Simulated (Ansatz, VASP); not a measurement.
**One calculation of MgO, two programs**

```
Mg O
1.0
     2.87804    0.00000    0.00000
    -1.43902    2.49246    0.00000
     0.00000    0.00000    2.62498
Mg O
1 1
Cartesian
  0.0000 0.0000 0.0000
  0.0000 1.6616 1.3125
```

Change from the starting cell: volume scaled by 0.94.

Alike in both runs: task single point; functional PBE; k mesh 10 × 10 × 10; occupations fermi-dirac, width 0.05 eV; no spin polarisation.

|  | VASP | Ansatz |
| --- | --- | --- |
| version | VASP 6.6.1 | Ansatz 0.2.0 |
| potentials or method | VASP PAW PBE potentials, release 64 (Mg, O), cutoff 520 eV | all-electron LAPW, scalar-relativistic |

VASP gave:

```
gap on the k mesh at the Fermi level (eV)                     : 3.48
least direct gap on the mesh (eV)                             : 3.89
pressure (GPa)                                                : 9.0
traceless stress, the component that is largest in VASP (GPa) : 1.54
```

Estimate Ansatz's values.

gap on the k mesh at the Fermi level (eV): 3.50; least direct gap on the mesh (eV): 3.90; pressure (GPa): 9.7; traceless stress, the component that is largest in VASP (GPa): 1.64.

Ansatz ran all-electron here, and VASP with PAW potentials.
